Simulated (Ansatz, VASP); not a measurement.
## B in VASP and in Ansatz

```xyz
16
Lattice="2.7218 0.0000 0.0000 -1.3609 2.3571 0.0000 0.0000 0.0000 19.2214" Properties=species:S:1:pos:R:3 pbc="T T T"
B     0.0000    1.5714   15.6503
B     0.0000    0.0000   12.9704
B     1.3609    0.7857    7.1338
B     1.3609    0.7857   10.4425
B     0.0000    0.0000    7.8870
B     0.0000    1.5714    1.8961
B     0.0000    0.0000    4.5796
B     1.3609    0.7857   18.3818
B     1.3609    0.7857    0.8396
B     1.3609    0.7857   12.0877
B     0.0000    1.5714   17.3254
B     0.0000    0.0000    6.2511
B     0.0000    0.0000   14.6418
B     0.0000    0.0000   11.3344
B     0.0000    1.5714    3.5712
B     1.3609    0.7857    8.7790
```

Alike in both runs: functional PBE; k mesh 18 × 18 × 2; occupations gaussian, width 0.1 eV; no spin polarisation.

Ansatz relaxed the structure, and its values are those at the end. VASP's run is a single point on that final structure, the one shown.

|  | VASP | Ansatz |
| --- | --- | --- |
| version | VASP 6.6.1 | Ansatz 0.2.0 |
| potentials or method | VASP PAW PBE potentials, release 64 (B), cutoff 520 eV | scalar-relativistic, plane waves, PAW |
| valence electrons in the cell | 48 | 48 |

VASP gave:

```
gap on the k mesh at the Fermi level (eV) : none
pressure (GPa)                            : 0.0
rms of the force components (eV/Å)        : 0.007
```

**Question.** Estimate Ansatz's values.

**Answer.** gap on the k mesh at the Fermi level (eV): none; pressure (GPa): 0.0; rms of the force components (eV/Å): 0.001.

A gap of «none» marks a metal or a gap that the smearing closes.
